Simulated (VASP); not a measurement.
Crystal: Hf.

```
Hf
1.0
     3.23000    0.00000    0.00000
    -1.61500    2.79726    0.00000
     0.00000    0.00000    5.12000
Hf
2
Direct
  0.33333 0.66667 0.25000
  0.66667 0.33333 0.75000
```

| Quantity | Value |
| --- | --- |
| Program | VASP 6.6.1 |
| Task | relaxation of cell and atoms |
| Functional | PBE |
| Potentials or basis | VASP PAW PBE potentials, release 64 (Hf_pv) |
| Cutoff | 500 eV |
| k mesh | 15 × 15 × 8 |
| Occupations | gaussian, width 0.1 eV |
| Spin | no spin polarisation |

At the start: pressure -3.1 GPa; volume 23.13 Å³/atom.

Problem. How do energy, volume and symmetry change on relaxing?

Solution. Over 8 steps the energy falls by 6.9 meV/atom and the volume is 22.44 Å³/atom (-3.0 %); space group P6_3/mmc (No. 194, to 0.05 Å).

Step by step:
| step | energy change (eV) | largest force (eV/Å) | pressure (GPa) | volume (Å³) |
| --- | --- | --- | --- | --- |
| 1 | 0.0000 | 0.0000 | -3.12 | 46.26 |
| 2 | 0.0060 | 0.0000 | 4.14 | 43.31 |
| 3 | -0.0138 | 0.0000 | -0.01 | 44.89 |
| 4 | -0.0138 | 0.0000 | 0.05 | 44.87 |
| 5 | -0.0138 | 0.0000 | 0.05 | 44.87 |
| 6 | -0.0138 | 0.0000 | 0.05 | 44.87 |
| 7 | -0.0138 | 0.0000 | -0.06 | 44.91 |
| 8 | -0.0138 | 0.0000 | 0.01 | 44.89 |

Final structure:
```xyz
2
Lattice="3.2012 0.0000 0.0000 -1.6006 2.7724 0.0000 0.0000 0.0000 5.0577" Properties=species:S:1:pos:R:3 pbc="T T T"
Hf    0.0000    1.8482    1.2644
Hf    1.6006    0.9241    3.7933
```
